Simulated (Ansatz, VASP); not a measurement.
# MoS2: VASP beside Ansatz

```
Mo S
1.0
     3.26821    0.00000    0.00000
    -1.63411    2.83035    0.00000
     0.00000    0.00000   12.28609
Mo S
2 4
Direct
  0.33333 0.66667 0.25000
  0.66667 0.33333 0.75000
  0.66667 0.33333 0.37425
  0.66667 0.33333 0.12575
  0.33333 0.66667 0.87425
  0.33333 0.66667 0.62575
```

Change from the starting cell: epitaxial_xy strain +3.0%.

Alike in both runs: task single point; functional r2SCAN; k mesh 12 × 12 × 2; no spin polarisation.

|  | VASP | Ansatz |
| --- | --- | --- |
| version | VASP 6.6.1 | Ansatz 0.2.0 |
| potentials or method | VASP PAW PBE potentials, release 64 (Mo_sv, S) | plane waves, PAW |
| plane-wave cutoff (eV) | 520 | 500 |
| occupations | gaussian, width 0.01 eV | fixed |
| valence electrons in the cell | 52 | 52 |

Ansatz gave:

| Quantity | Value |
| --- | --- |
| gap on the k mesh at the Fermi level (eV) | 0.49 |
| pressure (GPa) | -4.1 |
| traceless stress, the component that is largest in VASP (GPa) | 5.12 |
| rms of the force components (eV/Å) | 0.025 |

Task: Which values does VASP return?

Result: gap on the k mesh at the Fermi level (eV): 0.51; pressure (GPa): -4.1; traceless stress, the component that is largest in VASP (GPa): 5.07; rms of the force components (eV/Å): 0.024.

VASP's potentials were made for PBE, not for r2SCAN. Atom by atom the forces differ by 0.001 eV/Å (rms over components).
